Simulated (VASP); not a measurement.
# Sn3Se (Pm-3m) in VASP: a series of runs

The runs below take Sn3Se through single point, with r2SCAN.

Everything below comes from runs of VASP 6.6.1. Logs are shortened: lines on timing, memory, paths and dates and some standing lists are left out, and cuts for length are marked.

## 1. The cell of the first run

The structure is cubic, space group Pm-3m (No. 221). The conventional cell has a = 4.678 Å, b = 4.678 Å, c = 4.678 Å, α = 90.00°, β = 90.00°, γ = 90.00°. Within 4.4 Å of Sn (site symmetry 4/mmm) lie 8 Sn at 3.31 Å and 4 Se at 3.31 Å. Se (site symmetry m-3m) has 12 Sn at 3.31 Å within 4.4 Å.

## 2. Single point, r2SCAN

Input file POSCAR:

```
Sn3Se
1.0
    4.6777916979      0.0000000000      0.0000000000
    0.0000000000      4.6777916979      0.0000000000
    0.0000000000      0.0000000000      4.6777916979
Sn Se
3 1
Direct
    0.5000000000      0.5000000000      0.0000000000
    0.5000000000      0.0000000000      0.5000000000
    0.0000000000      0.5000000000      0.5000000000
    0.0000000000      0.0000000000      0.0000000000
```

Input file INCAR.step1:

```
SYSTEM = Sn3Se
ALGO     = Normal         ! electronic algorithm
EDIFF    = 1E-4           ! SCF threshold, eV
ENCUT    = 520            ! plane-wave cutoff, eV
GGA      = PE             ! functional
ISMEAR   = -1             ! smearing method
LASPH    = .True.         ! aspherical terms in the spheres
LCHARG   = .False.        ! write CHGCAR
LREAL    = .False.        ! projectors in reciprocal space
LWAVE    = .True.         ! write WAVECAR
NBANDS   = 32             ! bands
NELM     = 100            ! most SCF steps
PREC     = Accurate       ! precision mode
SIGMA    = 0.05           ! smearing width, eV
```

Input file INCAR.step2:

```
SYSTEM = Sn3Se
ALGO     = Normal         ! electronic algorithm
EDIFF    = 1E-6           ! SCF threshold, eV
ENCUT    = 520            ! plane-wave cutoff, eV
ISIF     = 2              ! what is computed and relaxed
ISMEAR   = -1             ! smearing method
ISTART   = 1            
LASPH    = .True.         ! aspherical terms in the spheres
LCHARG   = .False.        ! write CHGCAR
LMIXTAU  = .True.       
LREAL    = .False.        ! projectors in reciprocal space
LWAVE    = .False.        ! write WAVECAR
METAGGA  = R2SCAN         ! meta-GGA
NBANDS   = 32             ! bands
NELM     = 100            ! most SCF steps
PREC     = Accurate       ! precision mode
SIGMA    = 0.05           ! smearing width, eV
```

Input file KPOINTS:

```
k-points
0
Gamma
  6 6 6
  0 0 0
```

Potentials or basis: VASP PAW PBE potentials, release 64 (Sn_d, Se).

Run with:

```
cat potpaw_PBE.64/Sn_d/POTCAR potpaw_PBE.64/Se/POTCAR > POTCAR
cp INCAR.step1 INCAR
mpirun -np 1 vasp_std > vasp.out
cp INCAR.step2 INCAR
mpirun -np 1 vasp_std > vasp.out
```

OUTCAR:

```text
SYSTEM = Sn3Se
   EDIFF = 1E-6
   ENCUT = 520
   ISIF = 2
   ISMEAR = -1
   ISTART = 1
   LASPH = .True.
   LREAL = .False.
   METAGGA = R2SCAN
   NELM = 100
   PREC = Accurate

 ion  position               nearest neighbor table
   1  0.500  0.500  0.000-   2 3.31   3 3.31   2 3.31   3 3.31   2 3.31   2 3.31   3 3.31   3 3.31

   2  0.500  0.000  0.500-   1 3.31   3 3.31   1 3.31   1 3.31   3 3.31   1 3.31   3 3.31   3 3.31

   3  0.000  0.500  0.500-   1 3.31   2 3.31   1 3.31   2 3.31   1 3.31   2 3.31   1 3.31   2 3.31

   4  0.000  0.000  0.000-

  LATTYP: Found a simple cubic cell.
 ALAT       =     4.6777916979

  Lattice vectors:

 A1 = (   4.6777916979,   0.0000000000,   0.0000000000)
 A2 = (   0.0000000000,   4.6777916979,   0.0000000000)
 A3 = (   0.0000000000,   0.0000000000,   4.6777916979)

Analysis of symmetry for initial positions (statically):
=====================================================================
 Subroutine PRICEL returns:
 Original cell was already a primitive cell.

 Routine SETGRP: Setting up the symmetry group for a
 simple cubic supercell.

 Subroutine GETGRP returns: Found 48 space group operations
 (whereof 48 operations were pure point group operations)
 out of a pool of 48 trial point group operations.

The static configuration has the point symmetry O_h .

Analysis of symmetry for dynamics (positions and initial velocities):
=====================================================================
 Subroutine PRICEL returns:
 Original cell was already a primitive cell.

 Routine SETGRP: Setting up the symmetry group for a
 simple cubic supercell.

 Subroutine GETGRP returns: Found 48 space group operations
 (whereof 48 operations were pure point group operations)
 out of a pool of 48 trial point group operations.

The dynamic configuration has the point symmetry O_h .

 Subroutine INISYM returns: Found 48 space group operations
 (whereof 48 operations are pure point group operations),
 and found     1 'primitive' translations

----------------------------------------------------------------------------------------

                                     Primitive cell

  volume of cell :     102.3582
[... 82 lines left out ...]
   ISPIN  =      1    spin polarized calculation?
   LNONCOLLINEAR =      F non collinear calculations
   LSORBIT =      F    spin-orbit coupling
   LASPH  =      T    aspherical Exc in radial PAW
   ENCUT  =  520.0 eV  38.22 Ry    6.18 a.u.   8.70  8.70  8.70*2*pi/ulx,y,z
   NELM   =    100;   NELMIN=  2; NELMDL=  0     # of ELM steps
   EDIFF  = 0.1E-05   stopping-criterion for ELM
   LREAL  =      F    real-space projection
   EDIFFG = 0.1E-04   stopping-criterion for IOM
   NSW    =      0    number of steps for IOM
   IBRION =     -1    ionic relax: 0-MD 1-quasi-New 2-CG
   NFREE  =      0    steps in history (QN), initial steepest desc. (CG)
   ISIF   =      2    stress and relaxation
   ISYM   =      2    0-nonsym 1-usesym 2-fastsym
   POTIM  = 0.5000    time-step for ionic-motion
   TEBEG  =    0.0;   TEEND  =   0.0 temperature during run
   PSTRESS=    0.0 pullay stress
   NELECT =      48.0000    total number of electrons
   NUPDOWN=      -1.0000    fix difference up-down
   EMIN   =  10.00;   EMAX   =-10.00  energy-range for DOS
   EFERMI =   0.00;   METHOD = LEGACY
   ISMEAR =    -1;   SIGMA  =   0.05  broadening in eV -4-tet -1-fermi 0-gaus
   EFERMI_NEDOS =   21; number of points for ismear=-14 and -15
   IALGO  =     38    algorithm
   IMIX   =      4    mixing-type and parameters
     AMIX     =   0.40;   BMIX     =  1.00
     AMIX_MAG =   1.60;   BMIX_MAG =  1.00
  volume/ion in A,a.u.               =      25.59       172.69
  Fermi-wavevector in a.u.,A,eV,Ry     =   1.271885  2.403513 22.010013  1.617690
  Thomas-Fermi vector in A             =   2.404793
   LORBIT       =      0    0 simple, 1 ext, 2 COOP (PROOUT), +10 PAW based schemes
   METAGGA = R2SCAN    functional components
   LHFCALC =     F    Hartree Fock is set to
   AEXX    =    0.0000 exact exchange contribution
   IVDW    =     0    specifies the selected vdW correction
   LEPSILON=     F    determine dielectric tensor
   LRPA    =     F    only Hartree local field effects (RPA)
 non-spin polarized calculation
  energy-cutoff  :      520.00
  volume of cell :      102.36
 maximum number of plane-waves:      2800
 NGX is ok and might be reduce to    36
   NGX = 17   NGY = 17   NGZ = 17

 number of electron      47.9999952 magnetization

 Free energy of the ion-electron system (eV)
  ---------------------------------------------------
  ext. energy  EPLUGINS =         0.00000000
  ---------------------------------------------------
  free energy    TOTEN  =       -87.72120111 eV

  energy without entropy =      -87.70229257  energy(sigma->0) =      -87.71174684

 E-fermi :   7.6682     XC(G=0): -11.1289

 val. band max:        7.6550461047   @ k =   0.5000   0.5000   0.0000
 cond. band min:       7.6804854895   @ k =   0.1667   0.1667   0.1667
 fundamental gap:      0.0254393848
 Fermi energy:         7.6681570777

 k-point     1 :       0.0000    0.0000    0.0000
  band No.  band energies     occupation
      1     -14.8964      2.00000
      2     -14.8964      2.00000
      3     -14.8964      2.00000
      4     -14.8687      2.00000
      5     -14.8687      2.00000
      6     -14.8316      2.00000
[... 689 lines left out ...]
     31      14.4246      0.00000
     32      15.4241      0.00000

------------------------ aborting loop because EDIFF is reached ----------------------------------------

  FORCE on cell =-STRESS in cart. coord.  units (eV):
  Direction    XX          YY          ZZ          XY          YZ          ZX
  --------------------------------------------------------------------------------------
  -------------------------------------------------------------------------------------
  Total        0.9836508      0.9836508      0.9836508     -0.0000000     -0.0000000      0.0000000
  in kB       15.3967437     15.3967437     15.3967437     -0.0000000     -0.0000000      0.0000000
  external PRESSURE =      15.3967437 kB  Pullay stress =       0.0000000 kB

 VOLUME and BASIS-vectors are now :
 -----------------------------------------------------------------------------
  energy-cutoff  :      520.00
  volume of cell :      102.36
      direct lattice vectors                 reciprocal lattice vectors
     4.677791698  0.000000000  0.000000000     0.213776086  0.000000000  0.000000000
     0.000000000  4.677791698  0.000000000     0.000000000  0.213776086  0.000000000
     0.000000000  0.000000000  4.677791698     0.000000000  0.000000000  0.213776086

 POSITION                                       TOTAL-FORCE (eV/Angst)
 -----------------------------------------------------------------------------------
      2.33890      2.33890      0.00000         0.000000      0.000000      0.000000
      2.33890      0.00000      2.33890         0.000000      0.000000      0.000000
      0.00000      2.33890      2.33890         0.000000      0.000000      0.000000
      0.00000      0.00000      0.00000         0.000000      0.000000      0.000000
 -----------------------------------------------------------------------------------
    total drift:                                0.000000      0.000000      0.000000

  FREE ENERGIE OF THE ION-ELECTRON SYSTEM (eV)
  ---------------------------------------------------
  free  energy   TOTEN  =       -87.7212011095 eV

  energy  without entropy=      -87.7022925653  energy(sigma->0) =      -87.71174684
```

Run time: 3.1 min. Hardware: 1 thread of AMD EPYC 7R43 (Zen 3), shared host; peak memory 0.21 GiB.

What came out:

* Free energy: -87.7212 eV
* Pressure: 1.5 GPa
* Band gap on the k mesh: zero (band 24 reaches 9.81 eV, above the bottom of band 25 at 7.22 eV)

Levels at points of the mesh, in eV from the Fermi level:
| k point | band 22 | band 23 | band 24 | band 25 | band 26 | band 27 |
| --- | --- | --- | --- | --- | --- | --- |
| (0.00, 0.00, 0.00) | -4.80 | -0.16 | -0.16 | -0.16 | 2.50 | 2.50 |
| (0.50, 0.00, 0.00) | -2.09 | -2.03 | -2.03 | -0.10 | 2.21 | 2.36 |
| (0.50, 0.50, 0.00) | -2.11 | -2.11 | -0.54 | -0.01 | 0.05 | 0.05 |
| (0.50, 0.50, 0.50) | -5.74 | -5.24 | 2.14 | 2.14 | 2.14 | 6.44 |

Caveat: the PAW data sets were made with another functional, which shifts forces and pressure a little; spin-orbit coupling is left out, which moves the levels of the heavy elements.

(Continued in part 2 of 2.)
